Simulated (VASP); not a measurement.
V:

```
V
1.0
     0.00000    1.89500    1.89500
     1.89500    0.00000    1.89500
     1.89500    1.89500    0.00000
V
1
Direct
  0.00000 0.00000 0.00000
```

This isn't the form of V at room conditions, which is bcc.

Program: VASP 6.6.1. Alike in all runs: spin collinear, ferromagnetic start; cell as given; k mesh 16 × 16 × 16; cutoff (eV) 520; smearing fermi-dirac 0.05 eV.

**Question.** Order these runs on this cell by their pressure, lowest first.
A. level LDA; potentials or basis VASP PAW LDA potentials, release 64 (V_sv)
B. level PBE; potentials or basis VASP PAW PBE potentials, release 64 (V_sv)
C. level r2SCAN; potentials or basis VASP PAW PBE potentials, release 64 (V_sv)
D. level PBEsol; potentials or basis VASP PAW PBE potentials, release 64 (V_sv)

**Answer.** A (-8.6 GPa), D (-2.8 GPa), C (2.2 GPa), B (4.1 GPa).

Caveats: the PAW data sets were made with another functional, which shifts forces and pressure a little (at least some runs); the cell stands under pressure (at least some runs); the cell stands under tension (at least some runs).
